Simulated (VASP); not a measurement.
# MoS2 (R3m) in VASP: further runs, part 2 of 2

VASP 6.6.1.

**3. Single point, PBE+D3(BJ) (strain -0.030 along x and y, -0.015 along z)**

File INCAR:

```
SYSTEM = MoS2
ALGO = Normal ; EDIFF = 1E-6
ENCUT = 520 ; GGA = PE
ISIF = 2 ; ISMEAR = 0
IVDW = 12 ; LASPH = .True.
LCHARG = .True. ; LELF = .True.
LREAL = .False. ; LVHAR = .True.
LWAVE = .False. ; NBANDS = 20
NELM = 100 ; PREC = Accurate
SIGMA = 0.05
```

File KPOINTS:

```
k-points
0
Gamma
  12 12 12
  0 0 0
```

File POSCAR:

```
MoS2
1.0
    1.5291801475      0.8828725698      5.9065869609
   -1.5291801475      0.8828725698      5.9065869609
    0.0000000000     -1.7657451397      5.9065869609
Mo S
1 2
Direct
    0.0000172715      0.0000172715      0.0000172715
    0.7535591261      0.7535591261      0.7535591261
    0.5797236024      0.5797236024      0.5797236024
```

Potentials or basis: VASP PAW PBE potentials, release 64 (Mo_sv, S).

Launch:

```console
cat potpaw_PBE.64/Mo_sv/POTCAR potpaw_PBE.64/S/POTCAR > POTCAR
mpirun -np 1 vasp_std > vasp.out
```

OUTCAR:

```text
SYSTEM = MoS2
   EDIFF = 1E-6
   ENCUT = 520
   GGA = PE
   ISIF = 2
   ISMEAR = 0
   IVDW = 12
   LASPH = .True.
   LREAL = .False.
   NELM = 100
   PREC = Accurate
 IVDW          = 12

 ion  position               nearest neighbor table
   1  0.000  0.000  0.000-   2 2.34   2 2.34   2 2.34   3 2.34   3 2.34   3 2.34
   2  0.754  0.754  0.754-   1 2.34   1 2.34   1 2.34
   3  0.580  0.580  0.580-   1 2.34   1 2.34   1 2.34

  LATTYP: Found a trigonal (rhomboedric) cell.
 ALAT       =     6.1648702683
 COS(alpha) =     0.8769449576

  Lattice vectors:

 A1 = (   1.5291801475,   0.8828725698,   5.9065869609)
 A2 = (  -1.5291801475,   0.8828725698,   5.9065869609)
 A3 = (   0.0000000000,  -1.7657451397,   5.9065869609)

Analysis of symmetry for initial positions (statically):
=====================================================================
 Subroutine PRICEL returns:
 Original cell was already a primitive cell.

 Routine SETGRP: Setting up the symmetry group for a
 trigonal (rhombohedral) supercell.

 Subroutine GETGRP returns: Found  6 space group operations
 (whereof  6 operations were pure point group operations)
 out of a pool of 12 trial point group operations.

The static configuration has the point symmetry C_3v.

Analysis of symmetry for dynamics (positions and initial velocities):
=====================================================================
 Subroutine PRICEL returns:
 Original cell was already a primitive cell.

 Routine SETGRP: Setting up the symmetry group for a
 trigonal (rhombohedral) supercell.

 Subroutine GETGRP returns: Found  6 space group operations
 (whereof  6 operations were pure point group operations)
 out of a pool of 12 trial point group operations.

The dynamic configuration has the point symmetry C_3v.

 Subroutine INISYM returns: Found  6 space group operations
 (whereof  6 operations are pure point group operations),
 and found     1 'primitive' translations

----------------------------------------------------------------------------------------

                                     Primitive cell

  volume of cell :      47.8459

  direct lattice vectors                    reciprocal lattice vectors
     1.529180147  0.882872570  5.906586961     0.326972594  0.188777715  0.056434170
    -1.529180147  0.882872570  5.906586961    -0.326972594  0.188777715  0.056434170
     0.000000000 -1.765745140  5.906586961     0.000000000 -0.377555431  0.056434170

  length of vectors
     6.164870268  6.164870268  6.164870268     0.381749812  0.381749812  0.381749812

  position of ions in fractional coordinates (direct lattice)
     0.000017271  0.000017271  0.000017271
     0.753559126  0.753559126  0.753559126
     0.579723602  0.579723602  0.579723602

  ion indices of the primitive-cell ions
   primitive index   ion index
                 1           1
                 2           2
                 3           3

----------------------------------------------------------------------------------------

 KPOINTS: k-points

Automatic generation of k-mesh.
 Grid dimensions read from file:
 generate k-points for:   12   12   12

 Generating k-lattice:

  Cartesian coordinates                     Fractional coordinates (reciprocal lattice)
     0.027247716  0.015731476  0.004702848     0.083333333 -0.000000000  0.000000000
    -0.027247716  0.015731476  0.004702848    -0.000000000  0.083333333  0.000000000
     0.000000000 -0.031462953  0.004702848     0.000000000  0.000000000  0.083333333

  Length of vectors
     0.031812484  0.031812484  0.031812484

  Shift w.r.t. Gamma in fractional coordinates (k-lattice)
     0.000000000  0.000000000  0.000000000

 Subroutine IBZKPT returns following result:
 ===========================================

 Found    189 irreducible k-points:

 Following reciprocal coordinates:
            Coordinates               Weight
  0.000000  0.000000  0.000000      1.000000
  0.083333 -0.000000 -0.000000      6.000000
  0.166667  0.000000 -0.000000      6.000000
  0.250000  0.000000  0.000000      6.000000
  0.333333 -0.000000  0.000000      6.000000
  0.416667 -0.000000  0.000000      6.000000
[... 16 lines left out ...]
  0.500000  0.166667  0.000000     12.000000
 -0.416667  0.166667 -0.000000     12.000000
 [... further k-points ...]
   k-points           NKPTS =    189   k-points in BZ     NKDIM =    189   number of bands    NBANDS=     20
   number of dos      NEDOS =    301   number of ions     NIONS =      3
   total plane-waves  NPLWV = 110592
   dimension x,y,z NGX =    48 NGY =   48 NGZ =   48
   dimension x,y,z NGXF=    96 NGYF=   96 NGZF=   96
   ions per type =               1   2
   NGX,Y,Z   is equivalent  to a cutoff of  12.94, 12.94, 12.94 a.u.
   NGXF,Y,Z  is equivalent  to a cutoff of  25.89, 25.89, 25.89 a.u.
 SYSTEM =  MoS2
   PREC   = accura    normal or accurate (medium, high low for compatibility)
   ISTART =      0    job   : 0-new  1-cont  2-samecut
   ICHARG =      2    charge: 1-file 2-atom 10-const
   ISPIN  =      1    spin polarized calculation?
   LNONCOLLINEAR =      F non collinear calculations
   LSORBIT =      F    spin-orbit coupling
   LASPH  =      T    aspherical Exc in radial PAW
   ENCUT  =  520.0 eV  38.22 Ry    6.18 a.u.  11.46 11.46 11.46*2*pi/ulx,y,z
   NELM   =    100;   NELMIN=  2; NELMDL= -5     # of ELM steps
   EDIFF  = 0.1E-05   stopping-criterion for ELM
   LREAL  =      F    real-space projection
   EDIFFG = 0.1E-04   stopping-criterion for IOM
   NSW    =      0    number of steps for IOM
   IBRION =     -1    ionic relax: 0-MD 1-quasi-New 2-CG
   NFREE  =      0    steps in history (QN), initial steepest desc. (CG)
   ISIF   =      2    stress and relaxation
   ISYM   =      2    0-nonsym 1-usesym 2-fastsym
   POTIM  = 0.5000    time-step for ionic-motion
   TEBEG  =    0.0;   TEEND  =   0.0 temperature during run
   PSTRESS=    0.0 pullay stress
   NELECT =      26.0000    total number of electrons
   NUPDOWN=      -1.0000    fix difference up-down
   EMIN   =  10.00;   EMAX   =-10.00  energy-range for DOS
   EFERMI =   0.00;   METHOD = LEGACY
   ISMEAR =     0;   SIGMA  =   0.05  broadening in eV -4-tet -1-fermi 0-gaus
   EFERMI_NEDOS =   21; number of points for ismear=-14 and -15
   IALGO  =     38    algorithm
   IMIX   =      4    mixing-type and parameters
     AMIX     =   0.40;   BMIX     =  1.00
     AMIX_MAG =   1.60;   BMIX_MAG =  1.00
  volume/ion in A,a.u.               =      15.95       107.63
  Fermi-wavevector in a.u.,A,eV,Ry     =   1.335932  2.524546 24.282522  1.784715
  Thomas-Fermi vector in A             =   2.464598
   LORBIT       =      0    0 simple, 1 ext, 2 COOP (PROOUT), +10 PAW based schemes
   GGA     = PE    functional components
   LHFCALC =     F    Hartree Fock is set to
   AEXX    =    0.0000 exact exchange contribution
   IVDW    =    12    specifies the selected vdW correction
   LEPSILON=     F    determine dielectric tensor
   LRPA    =     F    only Hartree local field effects (RPA)
 non-spin polarized calculation
 Gauss-broadening in eV      SIGMA  =   0.05
  energy-cutoff  :      520.00
  volume of cell :       47.85
 maximum number of plane-waves:      1303
 NGX is ok and might be reduce to    48
   NGX = 23   NGY = 23   NGZ = 23

 number of electron      26.0000001 magnetization

 Free energy of the ion-electron system (eV)
  ---------------------------------------------------
  ext. energy  EPLUGINS =         0.00000000
  ---------------------------------------------------
  free energy    TOTEN  =       -21.50454368 eV

  energy without entropy =      -21.50454368  energy(sigma->0) =      -21.50454368

 E-fermi :   9.5252     XC(G=0): -11.4387

 val. band max:        9.1275564306   @ k =   0.5000   0.5000   0.5000
 cond. band min:       9.9081045058   @ k =  -0.1667   0.1667   0.0000
 fundamental gap:      0.7805480752
 Fermi energy:         9.5252439390

 k-point     1 :       0.0000    0.0000    0.0000
  band No.  band energies     occupation
      1     -52.4017      2.00000
      2     -26.6602      2.00000
      3     -26.2906      2.00000
      4     -26.2906      2.00000
      5      -6.5878      2.00000
      6      -4.5760      2.00000
[... 12 lines left out ...]
     19      17.4637      0.00000
[... 513 lines left out ...]
      4     -26.5108      2.00000
      5      -3.9879      2.00000
      6      -3.8848      2.00000
[... 12 lines left out ...]
     19      17.5252      0.00000
     20      18.0883      0.00000

 [... further k-points ...]

------------------------ aborting loop because EDIFF is reached ----------------------------------------

 Edisp (eV)   -1.42829

 E8    (eV) :    -0.5759

  FORCE on cell =-STRESS in cart. coord.  units (eV):
  Direction    XX          YY          ZZ          XY          YZ          ZX
  --------------------------------------------------------------------------------------
  -------------------------------------------------------------------------------------
  Total       4.26013     4.26013     3.75244     0.00000    -0.00000     0.00000
  in kB     142.65550   142.65550   125.65496     0.00000    -0.00000     0.00000
  external pressure =      136.99 kB  Pullay stress =        0.00 kB

 VOLUME and BASIS-vectors are now :
 -----------------------------------------------------------------------------
  energy-cutoff  :      520.00
  volume of cell :       47.85
      direct lattice vectors                 reciprocal lattice vectors
     1.529180147  0.882872570  5.906586961     0.326972594  0.188777715  0.056434170
    -1.529180147  0.882872570  5.906586961    -0.326972594  0.188777715  0.056434170
     0.000000000 -1.765745140  5.906586961     0.000000000 -0.377555431  0.056434170

 POSITION                                       TOTAL-FORCE (eV/Angst)
 -----------------------------------------------------------------------------------
      0.00000     -0.00000      0.00031         0.000000     -0.000000      0.000199
      0.00000     -0.00000     13.35289         0.000000     -0.000000      1.129824
      0.00000     -0.00000     10.27256         0.000000      0.000000     -1.130023
 -----------------------------------------------------------------------------------
    total drift:                                0.000000     -0.000000     -0.000044

  FREE ENERGIE OF THE ION-ELECTRON SYSTEM (eV)
  ---------------------------------------------------
  free  energy   TOTEN  =       -22.9328318502 eV

  energy  without entropy=      -22.9328318502  energy(sigma->0) =      -22.93283185
```

OSZICAR:

```text
N       E                     dE             d eps       ncg     rms          rms(c)
DAV:   1     0.181144657800E+03    0.18114E+03   -0.13677E+04  7560   0.124E+03
DAV:   2    -0.158017334696E+02   -0.19695E+03   -0.19154E+03  9224   0.320E+02
DAV:   3    -0.227076475728E+02   -0.69059E+01   -0.68428E+01  9384   0.561E+01
DAV:   4    -0.227791500581E+02   -0.71502E-01   -0.71462E-01  9200   0.611E+00
DAV:   5    -0.227801434860E+02   -0.99343E-03   -0.99338E-03  9472   0.707E-01    0.292E+01
DAV:   6    -0.217675534664E+02    0.10126E+01   -0.74082E+00  8116   0.177E+01    0.102E+01
DAV:   7    -0.216096832366E+02    0.15787E+00   -0.28445E+00  7776   0.100E+01    0.687E+00
DAV:   8    -0.215044097192E+02    0.10527E+00   -0.54957E-01  8324   0.468E+00    0.204E+00
DAV:   9    -0.215058514753E+02   -0.14418E-02   -0.22115E-02  8888   0.952E-01    0.826E-01
DAV:  10    -0.215045149216E+02    0.13366E-02   -0.73415E-03  8360   0.574E-01    0.121E-01
DAV:  11    -0.215045531662E+02   -0.38245E-04   -0.46382E-04  8796   0.157E-01    0.730E-02
DAV:  12    -0.215045364696E+02    0.16697E-04   -0.54679E-05  8664   0.428E-02    0.308E-02
DAV:  13    -0.215045438408E+02   -0.73712E-05   -0.11830E-05  8236   0.221E-02    0.355E-03
DAV:  14    -0.215045436825E+02    0.15830E-06   -0.65699E-07  5880   0.487E-03
   1 F= -.22932832E+02 E0= -.22932832E+02  d E =-.337109E-29
```

stdout:

```text
POSCAR found type information on POSCAR MoS
 POSCAR found :  2 types and       3 ions
 scaLAPACK will be used
 LDA part: xc-table for (Slater+PW92), standard interpolation
 POSCAR, INCAR and KPOINTS ok, starting setup
 FFT: planning ... GRIDC
 FFT: planning ... GRID_SOFT
 FFT: planning ... GRID
 WAVECAR not read
 entering main loop
```

Wall time 3.5 min (1 thread of Intel Xeon 6975P-C (Granite Rapids), shared host); peak memory 0.41 GiB.

Results:

```yaml
Free_energy: -22.9328 eV
Pressure: 13.7 GPa
Largest_force: 1.130 eV/Å
Band_gap_on_the_k_mesh: 0.78 eV (least direct gap 2.05 eV)
Dispersion_energy_per_atom: -0.476 eV
```

Forces in eV/Å, atoms in the order of the input:
```
Mo   0.000  0.000  0.000
S    0.000  0.000  1.130
S    0.000  0.000 -1.130
```

Stress tensor (GPa, compression positive):
```
14.27  0.00  0.00
 0.00 14.27  0.00
 0.00  0.00 12.57
```

Caveat: the cell differs from its parent crystal (strain -0.030 along x and y, -0.015 along z); the cell stands under pressure; forces of over 1 eV/Å act on the atoms, so gaps and moduli don't describe the material at rest. A k mesh can miss the band edges.

**4. Single point, PBE+D3(BJ)**

This run uses another cell than the first one, of 15.95 Å³/atom.

File INCAR:

```
PREC = Accurate
ENCUT = 520
EDIFF = 1E-6
ISMEAR = 0
SIGMA = 0.05
LREAL = False
LASPH = True
NELM = 80
ALGO = Normal
ISIF = 2
LWAVE = False
LCHARG = False
GGA = PE
IVDW = 12
NBANDS = 20
```

File KPOINTS:

```
Automatic mesh
0
Gamma
  12 12 12
```

POSCAR is that of step 3.

Launch:

```console
cat potpaw_PBE.64/Mo_sv/POTCAR potpaw_PBE.64/S/POTCAR > POTCAR
mpirun -np 1 vasp_std > vasp.out
```

Run time: 3.3 min. Hardware: 1 thread of Intel Xeon 6975P-C (Granite Rapids), shared host; peak memory 0.41 GiB.

It converged, with:

- Free energy: -22.9328 eV
- Pressure: 13.7 GPa
- Largest force: 1.130 eV/Å
- Band gap on the k mesh: 0.78 eV (least direct gap 2.05 eV)
- Dispersion energy per atom: -0.476 eV

Forces on the atoms (eV/Å):
```
Mo   0.000  0.000  0.000
S    0.000  0.000  1.130
S    0.000  0.000 -1.130
```

Stress tensor (GPa, compression positive):
```
14.27  0.00  0.00
 0.00 14.27  0.00
 0.00  0.00 12.57
```

Levels at points of the mesh, in eV from the valence-band top:
```csv
k point,band 10,band 11,band 12,band 13,band 14,band 15,band 16,band 17
"(0.00, 0.00, 0.00)",-2.33,-2.33,-1.65,-1.19,2.18,2.18,2.69,2.69
"(0.50, 0.00, 0.00)",-4.27,-2.58,-1.70,-1.52,1.90,2.20,3.59,3.72
"(0.50, 0.50, 0.00)",-4.16,-3.36,-1.82,-1.44,1.83,2.41,3.13,4.27
"(0.50, 0.50, 0.50)",-3.58,-2.29,-2.29,0.00,2.33,2.33,2.47,2.47
```

Caveat: the cell stands under pressure; forces of over 1 eV/Å act on the atoms, so gaps and moduli don't describe the material at rest.

**5. Single point, PBE+D3(BJ) (strain -0.030 along x and y, +0.000 along z)**

File INCAR:

```
SYSTEM = MoS2
PREC = Accurate ; ENCUT = 520
EDIFF = 1E-6 ; ISMEAR = 0
SIGMA = 0.05 ; LREAL = .False.
LASPH = .True. ; NELM = 60
ALGO = Normal ; ISIF = 2
LWAVE = .False. ; LCHARG = .False.
GGA = PE ; IVDW = 12
NBANDS = 20
```

File KPOINTS:

```
regular mesh
0
Gamma
  12 12 12
  0 0 0
```

File POSCAR:

```
MoS2
1.0
    1.5291801475      0.8828725698      5.9965349857
   -1.5291801475      0.8828725698      5.9965349857
    0.0000000000     -1.7657451397      5.9965349857
Mo S
1 2
Direct
    0.0000172715      0.0000172715      0.0000172715
    0.7535591261      0.7535591261      0.7535591261
    0.5797236024      0.5797236024      0.5797236024
```

Launch:

```console
cat potpaw_PBE.64/Mo_sv/POTCAR potpaw_PBE.64/S/POTCAR > POTCAR
mpirun -np 1 vasp_std > vasp.out
```

It took 3.2 min on 1 thread of Intel Xeon 6975P-C (Granite Rapids), shared host; peak memory 0.42 GiB.

It converged, with:

```
Free energy                : -22.9775 eV
Pressure                   : 10.4 GPa
Largest force              : 0.647 eV/Å
Band gap on the k mesh     : 0.86 eV (least direct gap 2.10 eV)
Dispersion energy per atom : -0.469 eV
```

Forces in eV/Å, atoms in the order of the input:
```
Mo   0.000  0.000 -0.001
S    0.000  0.000  0.647
S    0.000  0.000 -0.646
```

Stress tensor (GPa, compression positive):
```
12.05  0.00  0.00
 0.00 12.05  0.00
 0.00  0.00  7.03
```

Levels at points of the mesh, in eV from the valence-band top:
```
           k point  band 11  band 12  band 13  band 14  band 15  band 16
(0.00, 0.00, 0.00)    -2.06    -1.57    -1.19     2.34     2.34     2.76
(0.50, 0.00, 0.00)    -2.50    -1.54    -1.30     2.07     2.31     3.67
(0.50, 0.50, 0.00)    -3.24    -1.58    -1.28     2.02     2.53     3.24
(0.50, 0.50, 0.50)    -2.02    -2.02     0.00     2.48     2.48     2.57
```

Caveat: the cell differs from its parent crystal (strain -0.030 along x and y, +0.000 along z); the stress differs along the axes, from 7 to 12 GPa. A k mesh can miss the band edges.

**6. Summary**

| cell | gap on the mesh (eV) | pressure (GPa) | largest force (eV/Å) |
| --- | --- | --- | --- |
| a = 6.079 Å, angles 29.1°, 3 atoms | 0.70 | 17.3 | 1.64 |
| a = 6.165 Å, angles 28.7°, 3 atoms | 0.78 | 13.7 | 1.13 |
| a = 6.251 Å, angles 28.3°, 3 atoms | 0.86 | 10.4 | 0.65 |

Alike in all rows: task single point; level PBE+D3(BJ); potentials or basis VASP PAW PBE potentials, release 64 (Mo_sv, S); no spin polarisation; k mesh 12 × 12 × 12; cutoff (eV) 520; smearing gaussian 0.05 eV.

Caveats: the cell stands under pressure (at least some runs); forces of over 1 eV/Å act on the atoms, so gaps and moduli don't describe the material at rest (at least some runs); the stress differs along the axes, from 7 to 12 GPa (at least some runs).

Total energies depend on the potentials used, so only differences within one code and one set of settings carry meaning.
